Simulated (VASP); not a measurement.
# HfN (Fm-3m) in VASP: vibrations by perturbation theory with PBEsol

Aim: the vibrations by perturbation theory of HfN with PBEsol.

Program: VASP 6.6.1. These are calculated values, not measurements. Logs are shortened: lines on timing, memory, paths and dates and some standing lists are left out, and cuts for length are marked.

### 1 The cell of the first run

Symmetry: Fm-3m, No. 225, cubic system. Conventional cell: a = 4.502 Å, b = 4.502 Å, c = 4.502 Å, α = 90.00°, β = 90.00°, γ = 90.00°. Hf (site symmetry m-3m) has 6 N at 2.25 Å within 3.0 Å. N (site symmetry m-3m) has 6 Hf at 2.25 Å within 3.0 Å.

### 2 Vibrations by perturbation theory, PBEsol

The input, INCAR:

```
SYSTEM = HfN
  ALGO = Normal
  EDIFF = 1E-8
  ENCUT = 520
  GGA = PS
  IBRION = 8
  ISIF = 2
  ISMEAR = -1
  LASPH = .TRUE.
  LCHARG = .TRUE.
  LREAL = .FALSE.
  LWAVE = .FALSE.
  NELM = 100
  NSW = 1
  PREC = Accurate
  SIGMA = 0.15
```

The input, KPOINTS:

```
k-points
0
G
  16 16 16
  0 0 0
```

The input, POSCAR:

```
HfN
1.0
    0.0000000000      2.2511636250      2.2511636250
    2.2511636250      0.0000000000      2.2511636250
    2.2511636250      2.2511636250      0.0000000000
Hf N
1 1
Direct
    0.0000000000      0.0000000000      0.0000000000
    0.5000000000      0.5000000000      0.5000000000
```

Potentials or basis: VASP PAW PBE potentials, release 64 (Hf_pv, N).

Run with:

```console
> cat potpaw_PBE.64/Hf_pv/POTCAR potpaw_PBE.64/N/POTCAR > POTCAR
> mpirun -np 1 vasp_std > vasp.out
```

OUTCAR:

```text
SYSTEM = HfN
   EDIFF = 1E-8
   ENCUT = 520
   GGA = PS
   IBRION = 8
   ISIF = 2
   ISMEAR = -1
   LASPH = .TRUE.
   LREAL = .FALSE.
   NELM = 100
   NSW = 1
   PREC = Accurate

 ion  position               nearest neighbor table
   1  0.000  0.000  0.000-   2 2.25   2 2.25   2 2.25   2 2.25   2 2.25   2 2.25
   2  0.500  0.500  0.500-   1 2.25   1 2.25   1 2.25   1 2.25   1 2.25   1 2.25

  LATTYP: Found a face centered cubic cell.
 ALAT       =     4.5023272500

  Lattice vectors:

 A1 = (   0.0000000000,   2.2511636250,   2.2511636250)
 A2 = (   2.2511636250,   0.0000000000,   2.2511636250)
 A3 = (   2.2511636250,   2.2511636250,   0.0000000000)

Analysis of symmetry for initial positions (statically):
=====================================================================
 Subroutine PRICEL returns:
 Original cell was already a primitive cell.

 Routine SETGRP: Setting up the symmetry group for a
 face centered cubic supercell.

 Subroutine GETGRP returns: Found 48 space group operations
 (whereof 48 operations were pure point group operations)
 out of a pool of 48 trial point group operations.

The static configuration has the point symmetry O_h .

Analysis of symmetry for dynamics (positions and initial velocities):
=====================================================================
 Subroutine PRICEL returns:
 Original cell was already a primitive cell.

 Routine SETGRP: Setting up the symmetry group for a
 face centered cubic supercell.

 Subroutine GETGRP returns: Found 48 space group operations
 (whereof 48 operations were pure point group operations)
 out of a pool of 48 trial point group operations.

The dynamic configuration has the point symmetry O_h .

 Subroutine INISYM returns: Found 48 space group operations
 (whereof 48 operations are pure point group operations),
 and found     1 'primitive' translations

----------------------------------------------------------------------------------------

                                     Primitive cell

  volume of cell :      22.8166

  direct lattice vectors                    reciprocal lattice vectors
     0.000000000  2.251163625  2.251163625    -0.222107356  0.222107356  0.222107356
     2.251163625  0.000000000  2.251163625     0.222107356 -0.222107356  0.222107356
     2.251163625  2.251163625  0.000000000     0.222107356  0.222107356 -0.222107356

  length of vectors
     3.183626130  3.183626130  3.183626130     0.384701225  0.384701225  0.384701225

  position of ions in fractional coordinates (direct lattice)
     0.000000000  0.000000000  0.000000000
     0.500000000  0.500000000  0.500000000

  ion indices of the primitive-cell ions
   primitive index   ion index
                 1           1
                 2           2

----------------------------------------------------------------------------------------

 KPOINTS: k-points

Automatic generation of k-mesh.
 Grid dimensions read from file:
 generate k-points for:   16   16   16

 Generating k-lattice:

  Cartesian coordinates                     Fractional coordinates (reciprocal lattice)
    -0.013881710  0.013881710  0.013881710     0.062500000  0.000000000  0.000000000
     0.013881710 -0.013881710  0.013881710     0.000000000  0.062500000  0.000000000
     0.013881710  0.013881710 -0.013881710     0.000000000  0.000000000  0.062500000

  Length of vectors
     0.024043827  0.024043827  0.024043827

  Shift w.r.t. Gamma in fractional coordinates (k-lattice)
     0.000000000  0.000000000  0.000000000

 Subroutine IBZKPT returns following result:
 ===========================================

 Found    145 irreducible k-points:

 Following reciprocal coordinates:
            Coordinates               Weight
  0.000000  0.000000  0.000000      1.000000
  0.062500  0.000000  0.000000      8.000000
  0.125000  0.000000  0.000000      8.000000
  0.187500  0.000000  0.000000      8.000000
  0.250000  0.000000  0.000000      8.000000
  0.312500  0.000000  0.000000      8.000000
[... 16 lines left out ...]
 -0.125000  0.062500  0.000000     24.000000
 -0.062500  0.062500  0.000000     12.000000
 [... further k-points ...]
   k-points           NKPTS =    145   k-points in BZ     NKDIM =    145   number of bands    NBANDS=     11
   number of dos      NEDOS =    301   number of ions     NIONS =      2
   total plane-waves  NPLWV =  13824
   dimension x,y,z NGX =    24 NGY =   24 NGZ =   24
   dimension x,y,z NGXF=    48 NGYF=   48 NGZF=   48
   ions per type =               1   1
   NGX,Y,Z   is equivalent  to a cutoff of  12.53, 12.53, 12.53 a.u.
   NGXF,Y,Z  is equivalent  to a cutoff of  25.07, 25.07, 25.07 a.u.
 SYSTEM =  HfN
   PREC   = accura    normal or accurate (medium, high low for compatibility)
   ISTART =      0    job   : 0-new  1-cont  2-samecut
   ICHARG =      2    charge: 1-file 2-atom 10-const
   ISPIN  =      1    spin polarized calculation?
   LNONCOLLINEAR =      F non collinear calculations
   LSORBIT =      F    spin-orbit coupling
   LASPH  =      T    aspherical Exc in radial PAW
   ENCUT  =  520.0 eV  38.22 Ry    6.18 a.u.   5.92  5.92  5.92*2*pi/ulx,y,z
   NELM   =    100;   NELMIN=  2; NELMDL= -5     # of ELM steps
   EDIFF  = 0.1E-07   stopping-criterion for ELM
   LREAL  =      F    real-space projection
   EDIFFG = 0.1E-06   stopping-criterion for IOM
   NSW    =      1    number of steps for IOM
   IBRION =      8    ionic relax: 0-MD 1-quasi-New 2-CG
   NFREE  =      0    steps in history (QN), initial steepest desc. (CG)
   ISIF   =      2    stress and relaxation
   ISYM   =      2    0-nonsym 1-usesym 2-fastsym
   POTIM  = 0.5000    time-step for ionic-motion
   TEBEG  =    0.0;   TEEND  =   0.0 temperature during run
   PSTRESS=    0.0 pullay stress
   NELECT =      15.0000    total number of electrons
   NUPDOWN=      -1.0000    fix difference up-down
   EMIN   =  10.00;   EMAX   =-10.00  energy-range for DOS
   EFERMI =   0.00;   METHOD = LEGACY
   ISMEAR =    -1;   SIGMA  =   0.15  broadening in eV -4-tet -1-fermi 0-gaus
   EFERMI_NEDOS =   21; number of points for ismear=-14 and -15
   IALGO  =     38    algorithm
   IMIX   =      4    mixing-type and parameters
     AMIX     =   0.40;   BMIX     =  1.00
     AMIX_MAG =   1.60;   BMIX_MAG =  1.00
  volume/ion in A,a.u.               =      11.41        76.99
  Fermi-wavevector in a.u.,A,eV,Ry     =   1.423491  2.690009 27.569864  2.026328
  Thomas-Fermi vector in A             =   2.544083
   LORBIT       =      0    0 simple, 1 ext, 2 COOP (PROOUT), +10 PAW based schemes
   GGA     = PS    functional components
   LHFCALC =     F    Hartree Fock is set to
   AEXX    =    0.0000 exact exchange contribution
   IVDW    =     0    specifies the selected vdW correction
   LEPSILON=     F    determine dielectric tensor
   LRPA    =     F    only Hartree local field effects (RPA)
 non-spin polarized calculation
  energy-cutoff  :      520.00
  volume of cell :       22.82
 maximum number of plane-waves:       636
   NGX = 11   NGY = 11   NGZ = 11

--------------------------------------- Ionic step        1  -------------------------------------------

 number of electron      15.0000001 magnetization

 Free energy of the ion-electron system (eV)
  ---------------------------------------------------
  ext. energy  EPLUGINS =         0.00000000
  ---------------------------------------------------
  free energy    TOTEN  =       -23.01445221 eV

  energy without entropy =      -22.97165502  energy(sigma->0) =      -22.99305362

 E-fermi :   8.2876     XC(G=0): -12.9483

 val. band max:        8.2864718607   @ k =   0.3750   0.1250   0.0000
 cond. band min:       8.2916873852   @ k =   0.0625   0.0625   0.0000
 fundamental gap:      0.0052155246
 Fermi energy:         8.2876254385

 k-point     1 :       0.0000    0.0000    0.0000
  band No.  band energies     occupation
      1     -22.7260      2.00000
      2     -22.7260      2.00000
      3     -22.7260      2.00000
      4      -9.2093      2.00000
      5       5.2950      2.00000
      6       5.2950      2.00000
      7       5.2950      2.00000
      8       7.9149      1.84615
      9       7.9149      1.84615
     10       7.9149      1.84615
     11      10.2034      0.00001
[... 309 lines left out ...]
 k-point    24 :      -0.0625    0.0625    0.0000
  band No.  band energies     occupation
      1     -22.8276      2.00000
      2     -22.7514      2.00000
      3     -22.7279      2.00000
      4      -8.9646      2.00000
      5       4.2589      2.00000
      6       4.6109      2.00000
      7       4.9313      2.00000
      8       8.0903      1.57683
      9       8.0919      1.57331
     10       8.5442      0.30624
     11      10.3960      0.00000

 [... further k-points ...]

------------------------ aborting loop because EDIFF is reached ----------------------------------------

  FORCE on cell =-STRESS in cart. coord.  units (eV):
  Direction    XX          YY          ZZ          XY          YZ          ZX
  --------------------------------------------------------------------------------------
  -------------------------------------------------------------------------------------
  Total       -0.3085516     -0.3085516     -0.3085516     -0.0000000     -0.0000000      0.0000000
  in kB      -21.6664237    -21.6664237    -21.6664237     -0.0000000     -0.0000000      0.0000000
  external PRESSURE =     -21.6664237 kB  Pullay stress =       0.0000000 kB

 VOLUME and BASIS-vectors are now :
 -----------------------------------------------------------------------------
  energy-cutoff  :      520.00
  volume of cell :       22.82
      direct lattice vectors                 reciprocal lattice vectors
     0.000000000  2.251163625  2.251163625    -0.222107356  0.222107356  0.222107356
     2.251163625  0.000000000  2.251163625     0.222107356 -0.222107356  0.222107356
     2.251163625  2.251163625  0.000000000     0.222107356  0.222107356 -0.222107356

 POSITION                                       TOTAL-FORCE (eV/Angst)
 -----------------------------------------------------------------------------------
      0.00000      0.00000      0.00000         0.000000      0.000000      0.000000
      2.25116      2.25116      2.25116        -0.000000     -0.000000     -0.000000
 -----------------------------------------------------------------------------------
    total drift:                                0.000000     -0.000000     -0.000000

  FREE ENERGIE OF THE ION-ELECTRON SYSTEM (eV)
  ---------------------------------------------------
  free  energy   TOTEN  =       -23.0144522105 eV

  energy  without entropy=      -22.9716550207  energy(sigma->0) =      -22.99305362

[... ionic steps 2 to 3 ...]

--------------------------------------- Ionic step        4  -------------------------------------------

------------------------ aborting loop because EDIFF is reached ----------------------------------------

[... ionic steps 5 to 6 ...]

--------------------------------------- Ionic step        7  -------------------------------------------

 Free energy of the ion-electron system (eV)
  ---------------------------------------------------
  ---------------------------------------------------
  free energy    TOTEN  =        -0.23217042 eV

  energy without entropy =       -0.23217042

------------------------ aborting loop because EDIFF is reached ----------------------------------------

 INTERNAL STRAIN TENSOR  FOR ION    2  DIRECTION 1   (eV/Angst):
 -----------------------------------------------------------------------------
     0.00814 -0.00000 -0.00000
    -0.00000 -0.00579  0.00000
     0.00000  0.00000 -0.00579

 INTERNAL STRAIN TENSOR FOR ION    2 for displacements in x,y,z  (eV/Angst):
          X           Y           Z          XY          YZ          ZX
  --------------------------------------------------------------------------------
  x     0.00000     0.00000     0.00000     0.00000     0.00000     0.00000
  y     0.00000     0.00000     0.00000     0.00000     0.00000     0.00000
  z     0.00000     0.00000     0.00000     0.00000     0.00000     0.00000

 SECOND DERIVATIVES (NOT SYMMETRIZED)
 ------------------------------------
               1X          1Y          1Z          2X          2Y          2Z
  1X   -12.035278    0.000000    0.000000   12.035278    0.000000    0.000000
  1Y     0.000000  -12.035278    0.000000    0.000000   12.035278    0.000000
  1Z     0.000000    0.000000  -12.035278    0.000000    0.000000   12.035278
  2X    12.042293    0.000000    0.000000  -12.042293    0.000000    0.000000
  2Y     0.000000   12.042293    0.000000    0.000000  -12.042293    0.000000
  2Z     0.000000    0.000000   12.042293    0.000000    0.000000  -12.042293

 Eigenvectors and eigenvalues of the dynamical matrix
 ----------------------------------------------------

   1 f  =   15.056182 THz    94.600782 2PiTHz  502.220174 cm-1    62.267338 meV
             X         Y         Z           dx          dy          dz
      0.000000  0.000000  0.000000     0.000000    0.269623   -0.000000
      2.251164  2.251164  2.251164    -0.000000   -0.962966   -0.000000
[... 21 lines left out ...]
   6 f/i=    0.001139 THz     0.007155 2PiTHz    0.037987 cm-1     0.004710 meV
             X         Y         Z           dx          dy          dz
      0.000000  0.000000  0.000000     0.677521   -0.620253    0.289059
      2.251164  2.251164  2.251164     0.189701   -0.173666    0.080934

--------------------------------------------------------------------------------------------------------

 ELASTIC MODULI CONTR FROM IONIC RELAXATION (kBar)
 Direction    XX          YY          ZZ          XY          YZ          ZX
 --------------------------------------------------------------------------------
 XX           0.0000      0.0000      0.0000      0.0000      0.0000      0.0000
 YY           0.0000      0.0000      0.0000      0.0000      0.0000      0.0000
 ZZ           0.0000      0.0000      0.0000      0.0000      0.0000      0.0000
 XY           0.0000      0.0000      0.0000      0.0000      0.0000      0.0000
 YZ           0.0000      0.0000      0.0000      0.0000      0.0000      0.0000
 ZX           0.0000      0.0000      0.0000      0.0000      0.0000      0.0000
 --------------------------------------------------------------------------------
```

Run time: 5.7 min. Hardware: 1 thread of Intel Xeon Platinum 8259CL at 2.50GHz (Skylake/Cascade Lake), shared host; peak memory 0.36 GiB.

What came out:

* Highest phonon frequency at Γ, LO-TO splitting left out: 502 cm⁻¹

Phonon frequencies in cm⁻¹ (negative: imaginary):
| q point | frequencies |
| --- | --- |
| (0.000, 0.000, 0.000) | 0 0 0 502 502 502 |

Caveat: the cell wasn't relaxed at this level first, which shifts response properties; the PAW data sets were made with another functional, which shifts forces and pressure a little; spin-orbit coupling is left out, which moves the levels of the heavy elements.
